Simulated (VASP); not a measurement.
Here is a VASP 6.6.1 calculation.

The input POSCAR:

```
CdS
1.0
    4.2611695877      0.0000000000      0.0000000000
   -2.1305847939      3.6902811128      0.0000000000
    0.0000000000      0.0000000000      5.8041729400
Cd S
1 1
Direct
    0.0000000000      0.0000000000      0.4426919200
    0.6666666667      0.3333333333      0.4343080800
```

INCAR.step1

```
ALGO     = Normal         # electronic algorithm
EDIFF    = 1E-5           # SCF threshold, eV
ENCUT    = 600            # plane-wave cutoff, eV
GGA      = PE             # functional
GGA_COMPAT= F            
ISMEAR   = 1              # smearing method
LASPH    = T              # aspherical terms in the spheres
LCHARG   = F              # write CHGCAR
LREAL    = F              # projectors in reciprocal space
LWAVE    = T              # write WAVECAR
NBANDS   = 20             # bands
NELM     = 120            # most SCF steps
PREC     = Accurate       # precision mode
SIGMA    = 0.01           # smearing width, eV
```

INCAR.step2

```
ALGO     = Normal         # electronic algorithm
EDIFF    = 1E-6           # SCF threshold, eV
ENCUT    = 600            # plane-wave cutoff, eV
GGA_COMPAT= F            
ISIF     = 2              # what is computed and relaxed
ISMEAR   = 1              # smearing method
ISTART   = 1            
LASPH    = T              # aspherical terms in the spheres
LCHARG   = F              # write CHGCAR
LMIXTAU  = T            
LREAL    = F              # projectors in reciprocal space
LWAVE    = F              # write WAVECAR
METAGGA  = R2SCAN         # meta-GGA
NBANDS   = 20             # bands
NELM     = 120            # most SCF steps
PREC     = Accurate       # precision mode
SIGMA    = 0.01           # smearing width, eV
```

Contents of KPOINTS:

```
k-points
0
Gamma
  6 6 4
```

Potentials or basis: VASP PAW PBE potentials, release 64 (Cd_sv_GW, S).

Launch:

```console
$ cat potpaw_PBE.64/Cd_sv_GW/POTCAR potpaw_PBE.64/S/POTCAR > POTCAR
$ cp INCAR.step1 INCAR
$ mpirun -np 1 vasp_std > vasp.out
$ cp INCAR.step2 INCAR
$ mpirun -np 1 vasp_std > vasp.out
```

Task: What does it give for the band gap on the k mesh?

Result: 1.90 eV.

Task: Predict the pressure.

Result: -1.1 GPa.

Task: Predict the largest force.

Result: 0.016 eV/Å.

Stress tensor (GPa, compression positive):
```
-1.49  0.00  0.00
 0.00 -1.49  0.00
 0.00  0.00 -0.27
```

Caveat: the PAW data sets were made with another functional, which shifts forces and pressure a little. A k mesh can miss the band edges.
